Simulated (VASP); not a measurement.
Au, 2 atoms in the cell. The structure is hexagonal, space group P6_3/mmc (No. 194). The conventional cell has a = 2.827 Å, b = 2.827 Å, c = 5.002 Å, α = 90.00°, β = 90.00°, γ = 120.00°. Within 3.7 Å of Au (site symmetry -6m2) lie 12 Au at 2.83 to 2.99 Å.  This cell differs from its parent crystal: strain -0.025 along x and y, +0.025 along z.

| Quantity | Value |
| --- | --- |
| Program | VASP 6.6.1 |
| Task | single point |
| Functional | PBEsol |
| Potentials or basis | VASP PAW PBE potentials, release 64 (Au) |
| Cutoff | 520 eV |
| k mesh | 18 × 18 × 10 |
| Occupations | gaussian, width 0.15 eV |
| Spin | no spin polarisation |
| Dipole correction | no |
| Further INCAR settings | ALGO = Fast; EDIFF = 1e-06; NBANDS = 18 |

Potentials or basis: VASP PAW PBE potentials, release 64 (Au).

Run with:

```console
$ cat potpaw_PBE.64/Au/POTCAR > POTCAR
$ mpirun -np 1 vasp_std > vasp.out
```

Hardware: 1 thread of Intel(R) Xeon(R) Platinum 8488C (Sapphire Rapids), on a shared host.

How long does it take, and how much memory?

Wall time 60 s on 1 thread of Intel(R) Xeon(R) Platinum 8488C (Sapphire Rapids), on a shared host, peak memory 0.24 GiB. Counts: scf iterations 12, k points 222.
